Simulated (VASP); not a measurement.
NiO, 2 atoms in the cell. Symmetry: Fm-3m, No. 225, cubic system. Conventional cell: a = 3.998 Å, b = 3.998 Å, c = 3.998 Å, α = 90.00°, β = 90.00°, γ = 90.00°. Ni (site symmetry m-3m) has 6 O at 2.00 Å within 2.6 Å. Within 2.6 Å of O (site symmetry m-3m) lie 6 Ni at 2.00 Å. 

- Program: VASP 6.6.1
- Task: relaxation of cell and atoms
- Functional: PBEsol
- Potentials or basis: VASP PAW PBE potentials, release 64 (Ni, O)
- Cutoff: 600 eV
- k mesh: 18 × 18 × 18
- Occupations: gaussian, width 0.1 eV
- Spin: collinear spin, ferromagnetic start
- Starting moments: [0.7, 0.12] μB
- Target pressure: 20 GPa
- Dipole correction: no
- Further INCAR settings: ALGO = Normal; EDIFF = 1e-06; IBRION = 2; EDIFFG = -0.008; NSW = 70; ISIF = 3

Potentials or basis: VASP PAW PBE potentials, release 64 (Ni, O).

Run with:

```console
$ cat potpaw_PBE.64/Ni/POTCAR potpaw_PBE.64/O/POTCAR > POTCAR
$ mpirun -np 1 vasp_std > vasp.out
```

Hardware: 1 thread of Intel(R) Xeon(R) 6975P-C (Granite Rapids) (shared host).

Problem. How long does it take, and how much memory?

Solution. Run time: 4.8 min on 1 thread of Intel(R) Xeon(R) 6975P-C (Granite Rapids), on a shared host, peak memory 0.24 GiB. Counts: scf iterations 137, k points 195, ion steps 4.
